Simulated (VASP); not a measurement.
Here is a VASP 6.6.1 calculation.

Contents of INCAR:

```
SYSTEM = ZrN
PREC     = Accurate       ! precision mode
ENCUT    = 520            ! plane-wave cutoff, eV
EDIFF    = 1E-8           ! SCF threshold, eV
ISMEAR   = -1             ! smearing method
SIGMA    = 0.03           ! smearing width, eV
LREAL    = .False.        ! projectors in reciprocal space
LASPH    = .True.         ! aspherical terms in the spheres
NELM     = 120            ! most SCF steps
ALGO     = Normal         ! electronic algorithm
ISIF     = 2              ! what is computed and relaxed
LWAVE    = .False.        ! write WAVECAR
LCHARG   = .False.        ! write CHGCAR
LEFG     = .True.       
NBANDS   = 16             ! bands
GGA_COMPAT= .False.
```

File KPOINTS:

```
regular mesh
0
Gamma
  9 9 9
  0 0 0
```

The input POSCAR:

```
ZrN
1.0
    0.0000000000      2.3142891050      2.3142891050
    2.3142891050      0.0000000000      2.3142891050
    2.3142891050      2.3142891050      0.0000000000
Zr N
1 1
Direct
    0.0000000000      0.0000000000      0.0000000000
    0.5000000000      0.5000000000      0.5000000000
```

Potentials or basis: VASP PAW LDA potentials, release 64 (Zr_sv, N).

Run with:

```sh
$ cat potpaw_LDA.64/Zr_sv/POTCAR potpaw_LDA.64/N/POTCAR > POTCAR
$ mpirun -np 1 vasp_std > vasp.out
```

Question: What does it give for the pressure?

Answer: -16.1 GPa.

Caveat: without QUAD_EFG the Cq values of the log hold for a quadrupole moment of 1 mb, not for the nuclei.
